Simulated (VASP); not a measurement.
Here is a VASP 6.6.1 calculation.

Contents of INCAR:

```
ALGO = Normal ; EDIFF = 1E-7
ENCUT = 520 ; ISIF = 2
ISMEAR = -1 ; LASPH = T
LCHARG = T ; LELF = T
LREAL = F ; LVHAR = T
LWAVE = F ; NBANDS = 13
NELM = 60 ; PREC = Accurate
SIGMA = 0.1
```

The input KPOINTS:

```
k-points
0
Gamma
  12 12 11
```

POSCAR

```
Mo
1.0
    2.7078766966      0.0000000000      0.0000000000
   -1.3539383483      2.3450898588      0.0000000000
    0.0000000000      0.0000000000      2.5293693262
Mo
1
Direct
    0.0000000000      0.0000000000      0.5000000000
```

Potentials or basis: VASP PAW LDA potentials, release 64 (Mo_sv).

Run with:

```sh
$ cat potpaw_LDA.64/Mo_sv/POTCAR > POTCAR
$ mpirun -np 1 vasp_std > vasp.out
```

Task: Predict the band gap on the k mesh.

Result: Zero (band 7 reaches 12.87 eV, above the bottom of band 8 at 10.93 eV).

Task: Estimate the pressure.

Result: -1.2 GPa.

Stress tensor (GPa, compression positive):
```
 3.01  0.00  0.00
 0.00  3.01  0.00
 0.00  0.00 -9.56
```
